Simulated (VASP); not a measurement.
Set up this calculation in VASP 6.6.1, as the native input.

```
Task                   : single point
Functional             : PBE
Potentials or basis    : VASP PAW PBE potentials, release 64 (Ba_sv, Zr_sv, O)
Cutoff                 : 520 eV
k mesh                 : 6 × 6 × 6
Occupations            : fermi-dirac, width 0.02 eV
Spin                   : no spin polarisation
Dipole correction      : no
Further INCAR settings : ALGO = Normal; EDIFF = 1e-07; NBANDS = 51
```

The structure of BaZrO3 lies in POSCAR:

```
BaZrO3
1.0
   -2.9853404739      2.9853404739      4.2319421978
    2.9853404739     -2.9853404739      4.2319421978
    2.9853404739      2.9853404739     -4.2319421978
Ba Zr O
2 2 6
Direct
    0.7500000000      0.2500000000      0.5000000000
    0.2500000000      0.7500000000      0.5000000000
    0.0000000000      0.0000000000      0.0000000000
    0.5000000000      0.5000000000      0.0000000000
    0.7500000000      0.7500000000      0.0000000000
    0.2500000000      0.2500000000      0.0000000000
    0.2326283146      0.7326283146      0.9652566292
    0.7673716854      0.2673716854      0.0347433708
    0.7326283146      0.7673716854      0.5000000000
    0.2673716854      0.2326283146      0.5000000000
```

One way to write it, as run:

INCAR

```
  PREC = Accurate
  ENCUT = 520
  EDIFF = 1E-7
  ISMEAR = -1
  SIGMA = 0.02
  LREAL = False
  LASPH = True
  NELM = 80
  ALGO = Normal
  ISIF = 2
  LWAVE = False
  LCHARG = False
  GGA = PE
  NBANDS = 51
```

KPOINTS

```
Automatic mesh
0
Gamma
  6 6 6
```

Potentials or basis: VASP PAW PBE potentials, release 64 (Ba_sv, Zr_sv, O).

Run with:

```sh
$ cat potpaw_PBE.64/Ba_sv/POTCAR potpaw_PBE.64/Zr_sv/POTCAR potpaw_PBE.64/O/POTCAR > POTCAR
$ mpirun -np 1 vasp_std > vasp.out
```

It gave:

* Pressure: 1.0 GPa
* Largest force: 0.023 eV/Å
* Band gap on the k mesh: 3.18 eV

Caveat: spin-orbit coupling is left out, which moves the levels of the heavy elements.

Wall time 3.3 min on 1 thread of Intel(R) Xeon(R) Platinum 8488C (Sapphire Rapids), with other jobs on the host, peak memory 0.42 GiB.
